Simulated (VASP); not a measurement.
Here is a VASP 6.6.1 calculation.

File POSCAR:

```
BaTiO3
1.0
    4.2349120613      0.0000000000      0.0000000000
    0.0000000000      5.5994543580      0.0000000000
    0.0000000000      0.0000000000      5.6105105256
Ba Ti O
2 2 6
Direct
    0.0000000000      0.5000000000      0.4989084490
    0.0000000000      0.0000000000     -0.0010915510
    0.5000000000      0.5000000000      0.0047107936
    0.5000000000      0.0000000000      0.5047107936
    0.5000000000      0.7486653955      0.2407762255
    0.5000000000      0.2513346045      0.2407762255
    0.0000000000      0.5000000000      0.9947283064
    0.5000000000      0.2486653955      0.7407762255
    0.5000000000      0.7513346045      0.7407762255
    0.0000000000      0.0000000000      0.4947283064
```

File INCAR.step1:

```
  PREC = Accurate
  ENCUT = 520
  ISMEAR = 0
  SIGMA = 0.02
  LREAL = False
  LASPH = True
  NELM = 150
  LMAXMIX = 4
  LDAU = True
  LDAUTYPE = 2
  LDAUL = -1 2 -1
  LDAUU = 0 4 0
  LDAUJ = 0 0 0
  NBANDS = 51
  GGA = PE
  ALGO = Normal
  EDIFF = 1E-4
  LWAVE = True
  LCHARG = False
```

The input INCAR.step2:

```
  PREC = Accurate
  ENCUT = 520
  EDIFF = 1E-7
  ISMEAR = 0
  SIGMA = 0.02
  LREAL = False
  LASPH = True
  NELM = 150
  ALGO = Normal
  ISIF = 2
  LWAVE = False
  LCHARG = False
  LMAXMIX = 4
  LDAU = True
  LDAUTYPE = 2
  LDAUL = -1 2 -1
  LDAUU = 0 4 0
  LDAUJ = 0 0 0
  LDAUPRINT = 1
  METAGGA = R2SCAN
  LMIXTAU = True
  NBANDS = 51
  ISTART = 1
```

The input KPOINTS:

```
regular mesh
0
Gamma
  6 4 4
```

Potentials or basis: VASP PAW PBE potentials, release 64 (Ba_sv, Ti_sv, O).

Command:

```console
$ cat potpaw_PBE.64/Ba_sv/POTCAR potpaw_PBE.64/Ti_sv/POTCAR potpaw_PBE.64/O/POTCAR > POTCAR
$ cp INCAR.step1 INCAR
$ mpirun -np 1 vasp_std > vasp.out
$ cp INCAR.step2 INCAR
$ mpirun -np 1 vasp_std > vasp.out
```

Task: Estimate the pressure.

Result: -1.0 GPa.

Task: Predict the band gap on the k mesh.

Result: 2.55 eV.

Task: Estimate the largest force.

Result: 0.374 eV/Å.

Eigenvalues of the final occupation matrices:
```tsv
site	spin	trace	eigenvalues
site 3 d	1	0.75	0.09 0.09 0.10 0.21 0.25
site 3 d	2	0.75	0.09 0.09 0.10 0.21 0.25
site 4 d	1	0.75	0.09 0.09 0.10 0.21 0.25
site 4 d	2	0.75	0.09 0.09 0.10 0.21 0.25
```

Caveat: the cell differs from its parent crystal (uniaxial strain along a: +6.0 %); the PAW data sets were made with another functional, which shifts forces and pressure a little; spin-orbit coupling is left out, which moves the levels of the heavy elements. A k mesh can miss the band edges.
